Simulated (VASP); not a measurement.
# Bi (Fm-3m) in VASP: notebook

Bi is run at these levels: revPBE, r2SCAN; tasks: single point.

All numbers are computed with VASP 6.6.1; they aren't measurements. Logs are shortened: lines on timing, memory, paths and dates and some standing lists are left out, and cuts for length are marked.

**1. The cell of the first run**

Symmetry: Fm-3m, No. 225, cubic system. Conventional cell: a = 5.070 Å, b = 5.070 Å, c = 5.070 Å, α = 90.00°, β = 90.00°, γ = 90.00°. Within 4.7 Å of Bi (site symmetry m-3m) lie 12 Bi at 3.58 Å.

This isn't the form of Bi at room conditions, which is rhombohedral.

**2. Single point, revPBE**

Input file INCAR:

```
ALGO = Normal
EDIFF = 1E-6
ENCUT = 500
GGA = RE
GGA_COMPAT = False
ISIF = 2
ISMEAR = 0
LASPH = True
LCHARG = False
LREAL = False
LWAVE = False
NBANDS = 14
NELM = 120
PREC = Accurate
SIGMA = 0.1888
```

Input file KPOINTS:

```
k-points
0
Gamma
  6 6 6
```

Input file POSCAR:

```
Bi
1.0
    0.0000000000      2.5348230000      2.5348230000
    2.5348230000      0.0000000000      2.5348230000
    2.5348230000      2.5348230000      0.0000000000
Bi
1
Direct
    0.0000000000      0.0000000000      0.0000000000
```

Potentials or basis: VASP PAW PBE potentials, release 64 (Bi_d).

Run with:

```
> cat potpaw_PBE.64/Bi_d/POTCAR > POTCAR
> mpirun -np 1 vasp_std > vasp.out
```

OUTCAR:

```text
EDIFF = 1E-6
   ENCUT = 500
   GGA = RE
   ISIF = 2
   ISMEAR = 0
   LASPH = True
   LREAL = False
   NELM = 120
   PREC = Accurate

 ion  position               nearest neighbor table
   1  0.000  0.000  0.000-

  LATTYP: Found a face centered cubic cell.
 ALAT       =     5.0696460000

  Lattice vectors:

 A1 = (   0.0000000000,   2.5348230000,   2.5348230000)
 A2 = (   2.5348230000,   0.0000000000,   2.5348230000)
 A3 = (   2.5348230000,   2.5348230000,   0.0000000000)

Analysis of symmetry for initial positions (statically):
=====================================================================
 Subroutine PRICEL returns:
 Original cell was already a primitive cell.

 Routine SETGRP: Setting up the symmetry group for a
 face centered cubic supercell.

 Subroutine GETGRP returns: Found 48 space group operations
 (whereof 48 operations were pure point group operations)
 out of a pool of 48 trial point group operations.

The static configuration has the point symmetry O_h .

Analysis of symmetry for dynamics (positions and initial velocities):
=====================================================================
 Subroutine PRICEL returns:
 Original cell was already a primitive cell.

 Routine SETGRP: Setting up the symmetry group for a
 face centered cubic supercell.

 Subroutine GETGRP returns: Found 48 space group operations
 (whereof 48 operations were pure point group operations)
 out of a pool of 48 trial point group operations.

The dynamic configuration has the point symmetry O_h .

 Subroutine INISYM returns: Found 48 space group operations
 (whereof 48 operations are pure point group operations),
 and found     1 'primitive' translations

----------------------------------------------------------------------------------------

                                     Primitive cell

  volume of cell :      32.5741

  direct lattice vectors                    reciprocal lattice vectors
     0.000000000  2.534823000  2.534823000    -0.197252431  0.197252431  0.197252431
     2.534823000  0.000000000  2.534823000     0.197252431 -0.197252431  0.197252431
     2.534823000  2.534823000  0.000000000     0.197252431  0.197252431 -0.197252431

  length of vectors
     3.584781065  3.584781065  3.584781065     0.341651233  0.341651233  0.341651233

  position of ions in fractional coordinates (direct lattice)
     0.000000000  0.000000000  0.000000000

  ion indices of the primitive-cell ions
   primitive index   ion index
                 1           1

----------------------------------------------------------------------------------------

 KPOINTS: k-points

Automatic generation of k-mesh.
 Grid dimensions read from file:
 generate k-points for:    6    6    6

 Generating k-lattice:

  Cartesian coordinates                     Fractional coordinates (reciprocal lattice)
    -0.032875405  0.032875405  0.032875405     0.166666667  0.000000000  0.000000000
     0.032875405 -0.032875405  0.032875405     0.000000000  0.166666667  0.000000000
     0.032875405  0.032875405 -0.032875405     0.000000000  0.000000000  0.166666667

  Length of vectors
     0.056941872  0.056941872  0.056941872

  Shift w.r.t. Gamma in fractional coordinates (k-lattice)
     0.000000000  0.000000000  0.000000000

 Subroutine IBZKPT returns following result:
 ===========================================

 Found     16 irreducible k-points:

 Following reciprocal coordinates:
            Coordinates               Weight
  0.000000  0.000000  0.000000      1.000000
  0.166667  0.000000  0.000000      8.000000
  0.333333  0.000000  0.000000      8.000000
  0.500000  0.000000  0.000000      4.000000
  0.166667  0.166667  0.000000      6.000000
  0.333333  0.166667  0.000000     24.000000
[... 8 lines left out ...]
 -0.333333  0.333333  0.166667     24.000000
 -0.333333  0.500000  0.166667     12.000000
   k-points           NKPTS =     16   k-points in BZ     NKDIM =     16   number of bands    NBANDS=     14
   number of dos      NEDOS =    301   number of ions     NIONS =      1
   total plane-waves  NPLWV =  21952
   dimension x,y,z NGX =    28 NGY =   28 NGZ =   28
   dimension x,y,z NGXF=    56 NGYF=   56 NGZF=   56
   ions per type =               1
   NGX,Y,Z   is equivalent  to a cutoff of  12.99, 12.99, 12.99 a.u.
   NGXF,Y,Z  is equivalent  to a cutoff of  25.97, 25.97, 25.97 a.u.
 SYSTEM =  unknown system
   PREC   = accura    normal or accurate (medium, high low for compatibility)
   ISTART =      0    job   : 0-new  1-cont  2-samecut
   ICHARG =      2    charge: 1-file 2-atom 10-const
   ISPIN  =      1    spin polarized calculation?
   LNONCOLLINEAR =      F non collinear calculations
   LSORBIT =      F    spin-orbit coupling
   LASPH  =      T    aspherical Exc in radial PAW
   ENCUT  =  500.0 eV  36.75 Ry    6.06 a.u.   6.54  6.54  6.54*2*pi/ulx,y,z
   NELM   =    120;   NELMIN=  2; NELMDL= -5     # of ELM steps
   EDIFF  = 0.1E-05   stopping-criterion for ELM
   LREAL  =      F    real-space projection
   EDIFFG = 0.1E-04   stopping-criterion for IOM
   NSW    =      0    number of steps for IOM
   IBRION =     -1    ionic relax: 0-MD 1-quasi-New 2-CG
   NFREE  =      0    steps in history (QN), initial steepest desc. (CG)
   ISIF   =      2    stress and relaxation
   ISYM   =      2    0-nonsym 1-usesym 2-fastsym
   POTIM  = 0.5000    time-step for ionic-motion
   TEBEG  =    0.0;   TEEND  =   0.0 temperature during run
   PSTRESS=    0.0 pullay stress
   NELECT =      15.0000    total number of electrons
   NUPDOWN=      -1.0000    fix difference up-down
   EMIN   =  10.00;   EMAX   =-10.00  energy-range for DOS
   EFERMI =   0.00;   METHOD = LEGACY
   ISMEAR =     0;   SIGMA  =   0.19  broadening in eV -4-tet -1-fermi 0-gaus
   EFERMI_NEDOS =   21; number of points for ismear=-14 and -15
   IALGO  =     38    algorithm
   IMIX   =      4    mixing-type and parameters
     AMIX     =   0.40;   BMIX     =  1.00
     AMIX_MAG =   1.60;   BMIX_MAG =  1.00
  volume/ion in A,a.u.               =      32.57       219.82
  Fermi-wavevector in a.u.,A,eV,Ry     =   1.264196  2.388983 21.744703  1.598191
  Thomas-Fermi vector in A             =   2.397513
   LORBIT       =      0    0 simple, 1 ext, 2 COOP (PROOUT), +10 PAW based schemes
   GGA     = RE    functional components
   LHFCALC =     F    Hartree Fock is set to
   AEXX    =    0.0000 exact exchange contribution
   IVDW    =     0    specifies the selected vdW correction
   LEPSILON=     F    determine dielectric tensor
   LRPA    =     F    only Hartree local field effects (RPA)
 non-spin polarized calculation
 Gauss-broadening in eV      SIGMA  =   0.19
  energy-cutoff  :      500.00
  volume of cell :       32.57
 maximum number of plane-waves:       869
 NGX is ok and might be reduce to    28
   NGX = 13   NGY = 13   NGZ = 13

 number of electron      14.9999994 magnetization

 Free energy of the ion-electron system (eV)
  ---------------------------------------------------
  ext. energy  EPLUGINS =         0.00000000
  ---------------------------------------------------
  free energy    TOTEN  =        -3.42700244 eV

  energy without entropy =       -3.40975729  energy(sigma->0) =       -3.41837986

 E-fermi :   7.7525     XC(G=0): -10.0234

 val. band max:        7.7448605502   @ k =  -0.3333   0.1667   0.0000
 cond. band min:       7.8832644684   @ k =   0.5000   0.5000   0.0000
 fundamental gap:      0.1384039183
 Fermi energy:         7.7525326718

 k-point     1 :       0.0000    0.0000    0.0000
  band No.  band energies     occupation
      1     -15.6058      2.00000
      2     -15.6058      2.00000
      3     -15.6058      2.00000
      4     -15.5473      2.00000
      5     -15.5473      2.00000
      6      -5.7724      2.00000
      7      12.1828      0.00000
      8      12.1828      0.00000
      9      12.1828      0.00000
     10      15.8309      0.00000
     11      16.5841      0.00000
     12      18.0817      0.00000
     13      18.0817      0.00000
     14      18.0817      0.00000

 k-point     2 :       0.1667    0.0000    0.0000
  band No.  band energies     occupation
      1     -15.6028      2.00000
      2     -15.5926      2.00000
      3     -15.5926      2.00000
      4     -15.5432      2.00000
      5     -15.5432      2.00000
      6      -5.3255      2.00000
      7       8.6423      0.00000
      8      11.7271      0.00000
      9      11.7271      0.00000
     10      15.2431      0.00000
     11      18.2938      0.00000
     12      18.6610      0.00000
     13      18.6610      0.00000
     14      18.9350      0.00000

 k-point     3 :       0.3333    0.0000    0.0000
  band No.  band energies     occupation
      1     -15.5984      2.00000
      2     -15.5936      2.00000
      3     -15.5936      2.00000
      4     -15.5074      2.00000
      5     -15.5074      2.00000
      6      -4.1155      2.00000
      7       4.4968      2.00000
      8      11.0080      0.00000
      9      11.0080      0.00000
     10      14.6319      0.00000
     11      16.9364      0.00000
     12      17.5566      0.00000
     13      17.5566      0.00000
     14      21.7709      0.00000
[... 188 lines left out ...]
 k-point    15 :      -0.3333    0.3333    0.1667
  band No.  band energies     occupation
      1     -15.5995      2.00000
      2     -15.5784      2.00000
      3     -15.5401      2.00000
      4     -15.5284      2.00000
      5     -15.4819      2.00000
      6      -2.4086      2.00000
      7       3.8472      2.00000
      8       5.9607      2.00000
      9       7.9590      0.12201
     10      15.2318      0.00000
     11      16.9789      0.00000
     12      19.7634      0.00000
     13      19.9758      0.00000
     14      22.9359      0.00000

 k-point    16 :      -0.3333    0.5000    0.1667
  band No.  band energies     occupation
      1     -15.6199      2.00000
      2     -15.5987      2.00000
      3     -15.5192      2.00000
      4     -15.5111      2.00000
      5     -15.4671      2.00000
      6      -2.0930      2.00000
      7       4.0086      2.00000
      8       6.0377      2.00000
      9       6.7394      2.00000
     10      14.4846      0.00000
     11      15.5901      0.00000
     12      20.5352      0.00000
     13      20.6807      0.00000
     14      25.5285      0.00000

------------------------ aborting loop because EDIFF is reached ----------------------------------------

  FORCE on cell =-STRESS in cart. coord.  units (eV):
  Direction    XX          YY          ZZ          XY          YZ          ZX
  --------------------------------------------------------------------------------------
  -------------------------------------------------------------------------------------
  Total       -0.1311356     -0.1311356     -0.1311356      0.0000000      0.0000000     -0.0000000
  in kB       -6.4499801     -6.4499801     -6.4499801      0.0000000      0.0000000     -0.0000000
  external PRESSURE =      -6.4499801 kB  Pullay stress =       0.0000000 kB

 VOLUME and BASIS-vectors are now :
 -----------------------------------------------------------------------------
  energy-cutoff  :      500.00
  volume of cell :       32.57
      direct lattice vectors                 reciprocal lattice vectors
     0.000000000  2.534823000  2.534823000    -0.197252431  0.197252431  0.197252431
     2.534823000  0.000000000  2.534823000     0.197252431 -0.197252431  0.197252431
     2.534823000  2.534823000  0.000000000     0.197252431  0.197252431 -0.197252431

 POSITION                                       TOTAL-FORCE (eV/Angst)
 -----------------------------------------------------------------------------------
      0.00000      0.00000      0.00000         0.000000      0.000000      0.000000
 -----------------------------------------------------------------------------------
    total drift:                               -0.000000     -0.000000     -0.000000

  FREE ENERGIE OF THE ION-ELECTRON SYSTEM (eV)
  ---------------------------------------------------
  free  energy   TOTEN  =        -3.4270024360 eV

  energy  without entropy=       -3.4097572864  energy(sigma->0) =       -3.41837986
```

It took 6.7 s on 1 thread of AMD EPYC 7R43 (Zen 3), shared host; peak memory 0.11 GiB.

Results:

| Item | Value |
| --- | --- |
| Free energy | -3.4270 eV |
| Pressure | -0.6 GPa |
| Band gap on the k mesh | zero (an odd number of electrons rules out a gap without spin polarisation) |

Levels at points of the mesh, in eV from the Fermi level:
```
           k point  band 4  band 5  band 6  band 7  band 8  band 9  band 10  band 11
(0.00, 0.00, 0.00)  -23.30  -23.30  -13.52    4.43    4.43    4.43     8.08     8.83
(0.50, 0.00, 0.00)  -23.24  -23.24  -10.90   -5.26    2.95    2.95     6.83     8.37
(0.50, 0.50, 0.00)  -23.22  -23.22   -9.89   -4.49    0.13    0.13     3.77     4.95
```

Caveat: the PAW data sets were made with another functional, which shifts forces and pressure a little; spin-orbit coupling is left out, which moves the levels of the heavy elements.

**3. Single point, r2SCAN**

POSCAR is that of step 2.

Input file INCAR.step1:

```
SYSTEM = Bi
  PREC = Accurate
  ENCUT = 550
  ISMEAR = 0
  SIGMA = 0.1888
  LREAL = .FALSE.
  LASPH = .TRUE.
  NELM = 120
  NBANDS = 14
  GGA = PE
  ALGO = Normal
  EDIFF = 1E-5
  LWAVE = .TRUE.
  LCHARG = .FALSE.
  GGA_COMPAT = .FALSE.
```

Input file INCAR.step2:

```
SYSTEM = Bi
  PREC = Accurate
  ENCUT = 550
  EDIFF = 1E-6
  ISMEAR = 0
  SIGMA = 0.1888
  LREAL = .FALSE.
  LASPH = .TRUE.
  NELM = 120
  ALGO = Normal
  ISIF = 2
  LWAVE = .FALSE.
  LCHARG = .FALSE.
  METAGGA = R2SCAN
  LMIXTAU = .TRUE.
  NBANDS = 14
  ISTART = 1
  GGA_COMPAT = .FALSE.
```

Input file KPOINTS:

```
Automatic mesh
0
G
  6 6 6
  0 0 0
```

Potentials or basis: VASP PAW PBE potentials, release 64 (Bi_d).

Run with:

```
> cat potpaw_PBE.64/Bi_d/POTCAR > POTCAR
> cp INCAR.step1 INCAR
> mpirun -np 1 vasp_std > vasp.out
> cp INCAR.step2 INCAR
> mpirun -np 1 vasp_std > vasp.out
```

Wall time 35 s (1 thread of AMD EPYC 7R43 (Zen 3), shared host); peak memory 0.12 GiB.

The run converged. Its results:

| Quantity | Value |
| --- | --- |
| Free energy | -58.2431 eV |
| Pressure | -2.3 GPa |
| Band gap on the k mesh | zero (an odd number of electrons rules out a gap without spin polarisation) |

Levels at points of the mesh, in eV from the Fermi level:
```
           k point  band 4  band 5  band 6  band 7  band 8  band 9  band 10  band 11
(0.00, 0.00, 0.00)  -23.96  -23.96  -14.15    4.63    4.63    4.63     9.00     9.56
(0.50, 0.00, 0.00)  -23.89  -23.89  -11.34   -5.51    3.06    3.06     7.39     9.16
(0.50, 0.50, 0.00)  -23.88  -23.88  -10.25   -4.76    0.10    0.10     4.30     5.31
```

Caveat: the PAW data sets were made with another functional, which shifts forces and pressure a little; spin-orbit coupling is left out, which moves the levels of the heavy elements.

**4. Single point, revPBE**

Input file INCAR:

```
ALGO     = Normal         # electronic algorithm
EDIFF    = 1E-6           # SCF threshold, eV
ENCUT    = 500            # plane-wave cutoff, eV
GGA      = RE             # functional
GGA_COMPAT= F            
ISIF     = 2              # what is computed and relaxed
ISMEAR   = 0              # smearing method
LASPH    = T              # aspherical terms in the spheres
LCHARG   = T              # write CHGCAR
LELF     = T              # ELF
LREAL    = F              # projectors in reciprocal space
LVHAR    = T            
LWAVE    = F              # write WAVECAR
NBANDS   = 14             # bands
NELM     = 120            # most SCF steps
PREC     = Accurate       # precision mode
SIGMA    = 0.1888         # smearing width, eV
```

Input file KPOINTS:

```
k-points
0
Gamma
  9 9 9
```

POSCAR is that of step 3.

Run with:

```
> cat potpaw_PBE.64/Bi_d/POTCAR > POTCAR
> mpirun -np 1 vasp_std > vasp.out
```

It took 14 s on 1 thread of AMD EPYC 7R43 (Zen 3), shared host; peak memory 0.12 GiB.

The run converged. Its results:

```
Free energy            : -3.3693 eV
Pressure               : -0.5 GPa
Band gap on the k mesh : zero (an odd number of electrons rules out a gap without spin polarisation)
```

Levels at points of the mesh, in eV from the Fermi level:
| k point | band 5 | band 6 | band 7 | band 8 | band 9 | band 10 |
| --- | --- | --- | --- | --- | --- | --- |
| (0.00, 0.00, 0.00) | -23.11 | -13.34 | 4.62 | 4.62 | 4.62 | 8.26 |

Caveat: the PAW data sets were made with another functional, which shifts forces and pressure a little; spin-orbit coupling is left out, which moves the levels of the heavy elements.

(Part 1 of 2 ends here.)
